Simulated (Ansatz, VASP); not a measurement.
Ti: VASP beside Ansatz

```
Ti
1.0
     0.00000    2.06045    2.09090
     2.06045    0.00000    2.09090
     2.06045    2.06045    0.00000
Ti
1
Direct
  0.00000 0.00000 0.00000
```

Change from the starting cell: strain +0.015 along x and y, +0.030 along z, atoms carried along.

Alike in both runs: task single point; functional r2SCAN; k mesh 20 × 20 × 20; occupations gaussian, width 0.15 eV; no spin polarisation.

```csv
,VASP,Ansatz
version,VASP 6.6.1,Ansatz 0.2.0
potentials or method,"VASP PAW PBE potentials, release 64 (Ti_sv), cutoff 520 eV","scalar-relativistic, plane waves, PAW"
valence electrons in the cell,12,12
```

VASP gave:

```
gap on the k mesh at the Fermi level (eV)                     : none
pressure (GPa)                                                : -2.0
traceless stress, the component that is largest in VASP (GPa) : -0.34
```

Q: Which values does Ansatz return?

A: gap on the k mesh at the Fermi level (eV): none; pressure (GPa): -2.4; traceless stress, the component that is largest in VASP (GPa): -0.34.

VASP's potentials were made for PBE, not for r2SCAN. A gap of «none» marks a metal or a gap that the smearing closes.
